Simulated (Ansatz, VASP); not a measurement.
**Zn: VASP beside Ansatz**

```
CELL_PARAMETERS angstrom
-1.55690 1.55690 1.55690
1.55690 -1.55690 1.55690
1.55690 1.55690 -1.55690
ATOMIC_POSITIONS crystal
Zn 0.00000 0.00000 0.00000
```

Alike in both runs: task single point; functional r2SCAN; k mesh 7 × 7 × 7; no spin polarisation.

```csv
,VASP,Ansatz
version,VASP 6.6.1,Ansatz 0.2.0
potentials or method,"VASP PAW PBE potentials, release 64 (Zn)","plane waves, PAW"
plane-wave cutoff (eV),520,500
occupations,"fermi-dirac, width 0.1 eV",fermi-dirac
valence electrons in the cell,12,12
```

```tsv
	VASP	Ansatz	Ansatz less VASP
pressure (GPa)	-3.7	-4.1	-0.47
```

VASP's potentials were made for PBE, not for r2SCAN.

The k mesh is coarse, so the values compare programs but aren't converged.
